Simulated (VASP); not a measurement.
A run of VASP 6.6.1 is set up as follows.

File INCAR:

```
SYSTEM = FePb2O4
  PREC = Accurate
  ENCUT = 520
  EDIFF = 1E-6
  ISMEAR = 0
  SIGMA = 0.15
  LREAL = .FALSE.
  LASPH = .TRUE.
  NELM = 150
  ALGO = Normal
  ISIF = 2
  LWAVE = .FALSE.
  LCHARG = .FALSE.
  ISPIN = 2
  MAGMOM = 4 0 0 0 0 0 0
  LORBIT = 11
  LMAXMIX = 4
  GGA = PE
  NBANDS = 43
```

File KPOINTS:

```
Automatic mesh
0
G
  3 3 3
  0 0 0
```

File POSCAR:

```
FePb2O4
1.0
    5.4446075895      0.0000000000      0.0000000000
   -2.7223037947      4.7151684861      0.0000000000
    0.0000000000      0.0000000000      6.2103665196
Fe Pb O
1 2 4
Direct
    0.0000000000      0.0000000000      0.0000000000
    0.3333333333      0.6666666667      0.0000000000
    0.6666666667      0.3333333333      0.0000000000
    0.3333333333      0.6666666667      0.6037344902
    0.6666666667      0.3333333333      0.6037344902
    0.6666666667      0.3333333333      0.3962655098
    0.3333333333      0.6666666667      0.3962655098
```

Potentials or basis: VASP PAW PBE potentials, release 64 (Fe, Pb_d, O).

The run is started by

```bash
$ cat potpaw_PBE.64/Fe/POTCAR potpaw_PBE.64/Pb_d/POTCAR potpaw_PBE.64/O/POTCAR > POTCAR
$ mpirun -np 1 vasp_std > vasp.out
```

Task: What does it give for the site moments?

Result: Fe +2.95; Pb -0.06; O +0.50 μB.

Task: Predict the largest force.

Result: 0.392 eV/Å.

Stress tensor (GPa, compression positive):
```
-1.02  0.00  0.00
 0.00 -1.02  0.00
 0.00  0.00  2.41
```

Caveat: the k points lie up to 0.44 Å⁻¹ apart; a cell with one magnetic atom can't hold antiferromagnetic order, which such compounds often take.
